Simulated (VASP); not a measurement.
# HfMg3 (I4/mmm) in VASP: further runs

Aim: see how the results for HfMg3 move with the level of theory and the settings. Levels: PBE+U, PBE, LDA, revPBE+D3(BJ). Tasks: single point.

All numbers are computed with VASP 6.6.1; they aren't measurements. Logs are shortened: lines on timing, memory, paths and dates and some standing lists are left out, and cuts for length are marked.

### Step 1. The cell of the first run

It takes space group I4/mmm (No. 139, tetragonal). The conventional cell has a = 4.453 Å, b = 4.453 Å, c = 8.969 Å, α = 90.00°, β = 90.00°, γ = 90.00°. Mg (site symmetry 4/mmm) has 4 Hf at 3.15 Å and 8 Mg at 3.16 Å within 4.1 Å. Within 4.1 Å of Mg (site symmetry -4m2) lie 8 Mg at 3.15 to 3.16 Å and 4 Hf at 3.16 Å. Hf (site symmetry 4/mmm) has 12 Mg at 3.15 to 3.16 Å within 4.1 Å.

### Step 2. Single point, PBE+U

INCAR reads:

```
SYSTEM = HfMg3
  PREC = Accurate
  ENCUT = 520
  EDIFF = 1E-7
  ISMEAR = 1
  SIGMA = 0.093
  LREAL = .False.
  LASPH = .True.
  NELM = 150
  ALGO = Normal
  ISIF = 2
  LWAVE = .False.
  LCHARG = .False.
  LMAXMIX = 4
  LDAU = .True.
  LDAUTYPE = 2
  LDAUL = -1 2
  LDAUU = 0 1.5
  LDAUJ = 0 0
  LDAUPRINT = 1
  GGA = PE
  NBANDS = 16
```

KPOINTS reads:

```
Automatic mesh
0
Gamma
  1 1 1
  0 0 0
```

POSCAR reads:

```
HfMg3
1.0
   -2.2263530000      2.2263530000      4.4846200000
    2.2263530000     -2.2263530000      4.4846200000
    2.2263530000      2.2263530000     -4.4846200000
Mg Hf
3 1
Direct
    0.5000000000      0.5000000000      0.0000000000
    0.2500000000      0.7500000000      0.5000000000
    0.7500000000      0.2500000000      0.5000000000
    0.0000000000      0.0000000000      0.0000000000
```

Potentials or basis: VASP PAW PBE potentials, release 64 (Mg, Hf_pv).

Run with:

```console
$ cat potpaw_PBE.64/Mg/POTCAR potpaw_PBE.64/Hf_pv/POTCAR > POTCAR
$ mpirun -np 1 vasp_gam > vasp.out
```

OUTCAR:

```text
SYSTEM = HfMg3
   PREC = Accurate
   ENCUT = 520
   EDIFF = 1E-7
   ISMEAR = 1
   LREAL = .False.
   LASPH = .True.
   NELM = 150
   ISIF = 2
   GGA = PE

 ion  position               nearest neighbor table
   1  0.500  0.500  0.000-   4 3.15   4 3.15   4 3.15   4 3.15   3 3.16   2 3.16   3 3.16   2 3.16
                             2 3.16   2 3.16   3 3.16   3 3.16
   2  0.250  0.750  0.500-   3 3.15   3 3.15   3 3.15   3 3.15   4 3.16   1 3.16   4 3.16   1 3.16
                             4 3.16   4 3.16   1 3.16   1 3.16
   3  0.750  0.250  0.500-   2 3.15   2 3.15   2 3.15   2 3.15   4 3.16   1 3.16   4 3.16   1 3.16
                             1 3.16   1 3.16   4 3.16   4 3.16
   4  0.000  0.000  0.000-   1 3.15   1 3.15   1 3.15   1 3.15   3 3.16   2 3.16   3 3.16   2 3.16
                             3 3.16   3 3.16   2 3.16   2 3.16

  LATTYP: Found a body centered tetragonal cell.
 ALAT       =     4.4527060000
 C/A-ratio  =     2.0143346540

  Lattice vectors:

 A1 = (  -2.2263530000,   2.2263530000,   4.4846200000)
 A2 = (   2.2263530000,  -2.2263530000,   4.4846200000)
 A3 = (   2.2263530000,   2.2263530000,  -4.4846200000)

Analysis of symmetry for initial positions (statically):
=====================================================================
 Subroutine PRICEL returns:
 Original cell was already a primitive cell.

 Routine SETGRP: Setting up the symmetry group for a
 body centered tetragonal supercell.

 Subroutine GETGRP returns: Found 16 space group operations
 (whereof 16 operations were pure point group operations)
 out of a pool of 16 trial point group operations.

The static configuration has the point symmetry D_4h.

Analysis of symmetry for dynamics (positions and initial velocities):
=====================================================================
 Subroutine PRICEL returns:
 Original cell was already a primitive cell.

 Routine SETGRP: Setting up the symmetry group for a
 body centered tetragonal supercell.

 Subroutine GETGRP returns: Found 16 space group operations
 (whereof 16 operations were pure point group operations)
 out of a pool of 16 trial point group operations.

The dynamic configuration has the point symmetry D_4h.

 Subroutine INISYM returns: Found 16 space group operations
 (whereof 16 operations are pure point group operations),
 and found     1 'primitive' translations

----------------------------------------------------------------------------------------

                                     Primitive cell

  volume of cell :      88.9147

  direct lattice vectors                    reciprocal lattice vectors
    -2.226353000  2.226353000  4.484620000     0.000000000  0.224582535  0.111492167
     2.226353000 -2.226353000  4.484620000     0.224582535  0.000000000  0.111492167
     2.226353000  2.226353000 -4.484620000     0.224582535  0.224582535  0.000000000

  length of vectors
     5.479517488  5.479517488  5.479517488     0.250734557  0.250734557  0.317607667

  position of ions in fractional coordinates (direct lattice)
     0.500000000  0.500000000  0.000000000
     0.250000000  0.750000000  0.500000000
     0.750000000  0.250000000  0.500000000
     0.000000000  0.000000000  0.000000000

  ion indices of the primitive-cell ions
   primitive index   ion index
                 1           1
                 2           2
                 3           3
                 4           4

----------------------------------------------------------------------------------------

 KPOINTS: Automatic mesh

Automatic generation of k-mesh.
 Grid dimensions read from file:
 generate k-points for:    1    1    1

 Generating k-lattice:

  Cartesian coordinates                     Fractional coordinates (reciprocal lattice)
     0.000000000  0.224582535  0.111492167     1.000000000  0.000000000  0.000000000
     0.224582535  0.000000000  0.111492167     0.000000000  1.000000000  0.000000000
     0.224582535  0.224582535  0.000000000     0.000000000  0.000000000  1.000000000

  Length of vectors
     0.250734557  0.250734557  0.317607667

  Shift w.r.t. Gamma in fractional coordinates (k-lattice)
     0.000000000  0.000000000  0.000000000

 Subroutine IBZKPT returns following result:
 ===========================================

 Found      1 irreducible k-points:

 Following reciprocal coordinates:
            Coordinates               Weight
  0.000000  0.000000  0.000000      1.000000
   k-points           NKPTS =      1   k-points in BZ     NKDIM =      1   number of bands    NBANDS=     16
   number of dos      NEDOS =    301   number of ions     NIONS =      4
   total plane-waves  NPLWV =  74088
   dimension x,y,z NGX =    42 NGY =   42 NGZ =   42
   dimension x,y,z NGXF=    84 NGYF=   84 NGZF=   84
   ions per type =               3   1
   NGX,Y,Z   is equivalent  to a cutoff of  12.74, 12.74, 12.74 a.u.
   NGXF,Y,Z  is equivalent  to a cutoff of  25.49, 25.49, 25.49 a.u.
 SYSTEM =  HfMg3
   PREC   = accura    normal or accurate (medium, high low for compatibility)
   ISTART =      0    job   : 0-new  1-cont  2-samecut
   ICHARG =      2    charge: 1-file 2-atom 10-const
   ISPIN  =      1    spin polarized calculation?
   LNONCOLLINEAR =      F non collinear calculations
   LSORBIT =      F    spin-orbit coupling
   LASPH  =      T    aspherical Exc in radial PAW
   ENCUT  =  520.0 eV  38.22 Ry    6.18 a.u.  10.19 10.19 10.19*2*pi/ulx,y,z
   NELM   =    150;   NELMIN=  2; NELMDL= -5     # of ELM steps
   EDIFF  = 0.1E-06   stopping-criterion for ELM
   LREAL  =      F    real-space projection
   EDIFFG = 0.1E-05   stopping-criterion for IOM
   NSW    =      0    number of steps for IOM
   IBRION =     -1    ionic relax: 0-MD 1-quasi-New 2-CG
   NFREE  =      0    steps in history (QN), initial steepest desc. (CG)
   ISIF   =      2    stress and relaxation
   ISYM   =      2    0-nonsym 1-usesym 2-fastsym
   POTIM  = 0.5000    time-step for ionic-motion
   TEBEG  =    0.0;   TEEND  =   0.0 temperature during run
   PSTRESS=    0.0 pullay stress
   NELECT =      16.0000    total number of electrons
   NUPDOWN=      -1.0000    fix difference up-down
   EMIN   =  10.00;   EMAX   =-10.00  energy-range for DOS
   EFERMI =   0.00;   METHOD = LEGACY
   ISMEAR =     1;   SIGMA  =   0.09  broadening in eV -4-tet -1-fermi 0-gaus
   EFERMI_NEDOS =   21; number of points for ismear=-14 and -15
   IALGO  =     38    algorithm
   IMIX   =      4    mixing-type and parameters
     AMIX     =   0.40;   BMIX     =  1.00
     AMIX_MAG =   1.60;   BMIX_MAG =  1.00
  volume/ion in A,a.u.               =      22.23       150.01
  Fermi-wavevector in a.u.,A,eV,Ry     =   0.924252  1.746582 11.622657  0.854241
  Thomas-Fermi vector in A             =   2.049977
   LORBIT       =      0    0 simple, 1 ext, 2 COOP (PROOUT), +10 PAW based schemes
 LDA+U is selected, type is set to LDAUTYPE =  2
   angular momentum for each species LDAUL =    -1    2
   U (eV)           for each species LDAUU =   0.0  1.5
   J (eV)           for each species LDAUJ =   0.0  0.0
   GGA     = PE    functional components
   LHFCALC =     F    Hartree Fock is set to
   AEXX    =    0.0000 exact exchange contribution
   IVDW    =     0    specifies the selected vdW correction
   LEPSILON=     F    determine dielectric tensor
   LRPA    =     F    only Hartree local field effects (RPA)
 non-spin polarized calculation
 Methfessel and Paxton  Order N= 1 SIGMA  =   0.09
  energy-cutoff  :      520.00
  volume of cell :       88.91
 maximum number of plane-waves:      1219
 NGX is ok and might be reduce to    42
   NGX = 21   NGY = 21   NGZ = 21

atom =   4  type =  2  l = 2

 onsite density matrix

spin component  1

  0.0000  0.0000 -0.0000 -0.0000  0.0000
  0.0000  0.2218 -0.0000 -0.0000  0.0000
 -0.0000 -0.0000  0.2502 -0.0000 -0.0000
 -0.0000 -0.0000 -0.0000  0.2218  0.0000
  0.0000  0.0000 -0.0000  0.0000  0.3482

spin component  2

  0.0000  0.0000 -0.0000 -0.0000  0.0000
  0.0000  0.2218 -0.0000 -0.0000  0.0000
 -0.0000 -0.0000  0.2502 -0.0000 -0.0000
 -0.0000 -0.0000 -0.0000  0.2218  0.0000
  0.0000  0.0000 -0.0000  0.0000  0.3482

 occupancies and eigenvectors

  o =  0.0000  v =  1.0000  0.0000  0.0000  0.0000  0.0000  0.0000  0.0000  0.0000  0.0000  0.0000      0.0000  0.0000  0.0000  0.0000  0.0000  0.0000  0.0000  0.0000  0.0000  0.0000
  o =  0.0000  v =  0.0000  0.0000  0.0000  0.0000  0.0000  1.0000  0.0000  0.0000  0.0000  0.0000      0.0000  0.0000  0.0000  0.0000  0.0000  0.0000  0.0000  0.0000  0.0000  0.0000
  o =  0.2218  v =  0.0000  0.1448 -0.0000 -0.9895  0.0000  0.0000  0.0000  0.0000  0.0000  0.0000      0.0000  0.0000  0.0000  0.0000  0.0000  0.0000  0.0000  0.0000  0.0000  0.0000
  o =  0.2218  v =  0.0000  0.0000  0.0000  0.0000  0.0000  0.0000  0.1448 -0.0000 -0.9895  0.0000      0.0000  0.0000  0.0000  0.0000  0.0000  0.0000  0.0000  0.0000  0.0000  0.0000
  o =  0.2218  v =  0.0000 -0.9895  0.0000 -0.1448  0.0000  0.0000  0.0000  0.0000  0.0000  0.0000      0.0000  0.0000  0.0000  0.0000  0.0000  0.0000  0.0000  0.0000  0.0000  0.0000
  o =  0.2218  v =  0.0000  0.0000  0.0000  0.0000  0.0000  0.0000 -0.9895  0.0000 -0.1448  0.0000      0.0000  0.0000  0.0000  0.0000  0.0000  0.0000  0.0000  0.0000  0.0000  0.0000
  o =  0.2502  v =  0.0000  0.0000  0.0000  0.0000  0.0000  0.0000  0.0000  1.0000 -0.0000  0.0000      0.0000  0.0000  0.0000  0.0000  0.0000  0.0000  0.0000  0.0000  0.0000  0.0000
  o =  0.2502  v =  0.0000  0.0000  1.0000 -0.0000  0.0000  0.0000  0.0000  0.0000  0.0000  0.0000      0.0000  0.0000  0.0000  0.0000  0.0000  0.0000  0.0000  0.0000  0.0000  0.0000
  o =  0.3482  v =  0.0000  0.0000  0.0000  0.0000  0.0000  0.0000  0.0000 -0.0000  0.0000  1.0000      0.0000  0.0000  0.0000  0.0000  0.0000  0.0000  0.0000  0.0000  0.0000  0.0000
  o =  0.3482  v =  0.0000  0.0000 -0.0000  0.0000  1.0000  0.0000  0.0000  0.0000  0.0000  0.0000      0.0000  0.0000  0.0000  0.0000  0.0000  0.0000  0.0000  0.0000  0.0000  0.0000

 number of electron      15.9999999 magnetization

 Free energy of the ion-electron system (eV)
  ---------------------------------------------------
  ext. energy  EPLUGINS =         0.00000000
  ---------------------------------------------------
  free energy    TOTEN  =        -6.94746820 eV

  energy without entropy =       -6.89467002  energy(sigma->0) =       -6.92986881

 E-fermi :   3.2769     XC(G=0):  -9.2527

 val. band max:        3.2381832204   @ k =   0.0000   0.0000   0.0000
 cond. band min:       3.2927775809   @ k =   0.0000   0.0000   0.0000
 fundamental gap:      0.0545943605
 Fermi energy:         3.2769311952

 k-point     1 :       0.0000    0.0000    0.0000
  band No.  band energies     occupation
      1     -26.6123      2.00000
      2     -26.6123      2.00000
      3     -26.5369      2.00000
      4      -3.8231      2.00000
      5       2.6214      2.00000
      6       2.8867      2.00000
[... 8 lines left out ...]
     15       7.8680      0.00000
     16       9.4442      0.00000

------------------------ aborting loop because EDIFF is reached ----------------------------------------

  FORCE on cell =-STRESS in cart. coord.  units (eV):
  Direction    XX          YY          ZZ          XY          YZ          ZX
  --------------------------------------------------------------------------------------
  -------------------------------------------------------------------------------------
  Total       -6.1373501     -6.1373501      5.4050403      0.0000000      0.0000000      0.0000000
  in kB     -110.5904913   -110.5904913     97.3948130      0.0000000      0.0000000      0.0000000
  external PRESSURE =     -41.2620565 kB  Pullay stress =       0.0000000 kB

 VOLUME and BASIS-vectors are now :
 -----------------------------------------------------------------------------
  energy-cutoff  :      520.00
  volume of cell :       88.91
      direct lattice vectors                 reciprocal lattice vectors
    -2.226353000  2.226353000  4.484620000     0.000000000  0.224582535  0.111492167
     2.226353000 -2.226353000  4.484620000     0.224582535  0.000000000  0.111492167
     2.226353000  2.226353000 -4.484620000     0.224582535  0.224582535  0.000000000

 POSITION                                       TOTAL-FORCE (eV/Angst)
 -----------------------------------------------------------------------------------
      0.00000      0.00000      4.48462         0.000000     -0.000000      0.000000
      2.22635     -0.00000      2.24231         0.000000     -0.000000     -0.000000
     -0.00000      2.22635      2.24231        -0.000000      0.000000     -0.000000
      0.00000      0.00000      0.00000         0.000000     -0.000000      0.000000
 -----------------------------------------------------------------------------------
    total drift:                               -0.000000     -0.000000     -0.000000

  FREE ENERGIE OF THE ION-ELECTRON SYSTEM (eV)
  ---------------------------------------------------
  free  energy   TOTEN  =        -6.9474681997 eV

  energy  without entropy=       -6.8946700212  energy(sigma->0) =       -6.92986881
```

Run time: 12 s. Hardware: 1 thread of Intel Xeon Platinum 8488C (Sapphire Rapids), shared host; peak memory 0.23 GiB.

Results:

```yaml
Free_energy: -6.9475 eV
Pressure: -4.1 GPa
Band_gap_on_the_k_mesh: 0.05 eV
```

Stress tensor (GPa, compression positive):
```
-11.06   0.00   0.00
  0.00 -11.06   0.00
  0.00   0.00   9.74
```

Eigenvalues of the final occupation matrices:
```
    site  spin  trace               eigenvalues
site 4 d     1   1.04  0.00 0.22 0.22 0.25 0.35
site 4 d     2   1.04  0.00 0.22 0.22 0.25 0.35
```

Caveat: the k points lie up to 2.00 Å⁻¹ apart; spin-orbit coupling is left out, which moves the levels of the heavy elements; the U is typed as a test and isn't derived for this compound. A k mesh can miss the band edges.

(Continued in part 2 of 3.)
